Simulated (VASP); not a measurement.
## BeS: single point with PBEsol

BeS:

```xyz
2
Lattice="0.0000 2.4105 2.3344 2.3344 0.0000 2.3344 2.3344 2.4105 0.0000" Properties=species:S:1:pos:R:3 pbc="T T T"
Be    0.0000    0.0000    0.0000
S     3.5016    3.6158    3.5016
```

This cell differs from its parent crystal: volume 13.136 Å^3 an atom, c/a of the conventional cell 1.0326.

- Program: VASP 6.6.1
- Task: single point
- Functional: PBEsol
- Potentials or basis: VASP PAW PBE potentials, release 64 (Be, S)
- Cutoff: 520 eV
- k mesh: 10 × 10 × 10
- Occupations: gaussian, width 0.05 eV
- Spin: no spin polarisation
- Dipole correction: no
- Further INCAR settings: ALGO = Normal; EDIFF = 1e-07; NBANDS = 11

The pressure is 8.5 GPa. The band gap on the k mesh is 2.57 eV, indirect (least direct gap 5.49 eV).

Stress tensor (GPa, compression positive):
```
9.63 0.00 0.00
0.00 6.28 0.00
0.00 0.00 9.63
```

Levels at points of the mesh, in eV from the valence-band top:
```csv
k point,band 1,band 2,band 3,band 4,band 5,band 6,band 7,band 8
"(0.00, 0.00, 0.00)",-14.37,-0.19,0.00,0.00,5.49,5.49,5.53,6.34
"(0.50, 0.00, 0.00)",-12.49,-6.48,-1.39,-1.06,5.48,6.35,6.54,11.28
"(0.50, 0.50, 0.00)",-11.80,-5.50,-3.16,-3.10,2.57,4.56,13.18,13.40
"(0.50, 0.00, 0.50)",-11.98,-5.73,-2.85,-2.85,2.86,4.86,13.35,13.35
```

It took 23 s on 1 thread of Intel Xeon 6975P-C (shared host), peak memory 0.17 GiB.

Caveat: the PAW data sets were made with another functional, which shifts forces and pressure a little. A k mesh can miss the band edges.
